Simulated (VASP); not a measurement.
Input of a VASP 6.6.1 run:

The input INCAR:

```
SYSTEM = Zn3GeO
PREC = Accurate
ENCUT = 600
EDIFF = 1E-7
ISMEAR = 0
SIGMA = 0.1
LREAL = .False.
LASPH = .True.
NELM = 60
ALGO = Normal
ISIF = 3
LWAVE = .False.
LCHARG = .False.
GGA = PE
IBRION = 2
NSW = 90
EDIFFG = -0.04
```

File KPOINTS:

```
Automatic mesh
0
Gamma
  6 6 4
  0 0 0
```

Contents of POSCAR:

```
Zn3GeO
1.0
    3.4999638000      0.0000000000      0.0000000000
    0.0000000000      3.4999638000      0.0000000000
    0.0000000000      0.0000000000      5.8626182900
Zn Ge O
3 1 1
Direct
    0.0000000000      0.0000000000      0.8254458400
    0.0000000000      0.0000000000      0.1745541600
    0.5000000000      0.5000000000      0.0000000000
    0.0000000000      0.0000000000      0.5000000000
    0.5000000000      0.5000000000      0.5000000000
```

Potentials or basis: VASP PAW PBE potentials, release 64 (Zn, Ge_d, O).

Command:

```console
$ cat potpaw_PBE.64/Zn/POTCAR potpaw_PBE.64/Ge_d/POTCAR potpaw_PBE.64/O/POTCAR > POTCAR
$ mpirun -np 1 vasp_std > vasp.out
```

Question: Estimate the relaxed volume.

Answer: 15.22 Å³/atom.

Question: What does it give for the space group after relaxing (to 0.05 Å)?

Answer: P4/mmm (No. 123).

Stress tensor (GPa, compression positive):
```
-0.11  0.00  0.00
 0.00 -0.11  0.00
 0.00  0.00 -0.38
```
